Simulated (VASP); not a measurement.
Set up this calculation in VASP 6.6.1, as the native input.

```yaml
Task: relaxation of cell and atoms
Functional: PBEsol
Potentials_or_basis: VASP PAW PBE potentials, release 64 (Ba_sv, Zr_sv, O)
Cutoff: 600 eV
k_mesh: 6 × 6 × 6
Occupations: gaussian, width 0.02 eV
Spin: no spin polarisation
Target_pressure: 20 GPa
Dipole_correction: no
Further_INCAR_settings: ALGO = Normal; EDIFF = 1e-06; IBRION = 2; EDIFFG = -0.008; NSW = 70; ISIF = 3
```

The structure of BaZrO3 lies in POSCAR:

```
BaZrO3
1.0
    4.0423831728      0.0000000000      0.0000000000
    0.0000000000      4.0423831728      0.0000000000
    0.0000000000      0.0000000000      4.0423831728
Ba Zr O
1 1 3
Direct
    0.0000000000      0.0000000000      0.0000000000
    0.5000000000      0.5000000000      0.5000000000
    0.5000000000      0.0000000000      0.5000000000
    0.5000000000      0.5000000000      0.0000000000
    0.0000000000      0.5000000000      0.5000000000
```

One way to write it, as run:

INCAR

```
SYSTEM = BaZrO3
PREC = Accurate ; ENCUT = 600
EDIFF = 1E-6 ; ISMEAR = 0
SIGMA = 0.02 ; LREAL = .False.
LASPH = .True. ; NELM = 100
ALGO = Normal ; ISIF = 3
LWAVE = .False. ; LCHARG = .False.
GGA = PS ; IBRION = 2
NSW = 70 ; EDIFFG = -0.008
PSTRESS = 200.0
```

KPOINTS

```
Automatic mesh
0
Gamma
  6 6 6
  0 0 0
```

Potentials or basis: VASP PAW PBE potentials, release 64 (Ba_sv, Zr_sv, O).

Launch:

```sh
$ cat potpaw_PBE.64/Ba_sv/POTCAR potpaw_PBE.64/Zr_sv/POTCAR potpaw_PBE.64/O/POTCAR > POTCAR
$ mpirun -np 1 vasp_std > vasp.out
```

It gave:

```json
{"Relaxed volume": "13.33 Å³/atom", "Relaxed cell": "a = 4.054 Å, b = 4.054 Å, c = 4.054 Å, α = 90.00°, β = 90.00°, γ = 90.00°", "Space group after relaxing (to 0.05 Å)": "Pm-3m (No. 221)", "Energy change on relaxing (the enthalpy is what falls)": "-15.1 meV/atom", "Ionic steps": "3", "Pressure after relaxing": "20.0 GPa", "Band gap on the k mesh": "3.29 eV, indirect (least direct gap 3.36 eV)"}
```

Caveat: the cell is relaxed towards a set pressure, so the enthalpy falls and the energy may rise; the PAW data sets were made with another functional, which shifts forces and pressure a little; spin-orbit coupling is left out, which moves the levels of the heavy elements.

It took 39 s on 1 thread of Intel(R) Xeon(R) Platinum 8559C (Emerald Rapids), on a shared host, peak memory 0.2 GiB.
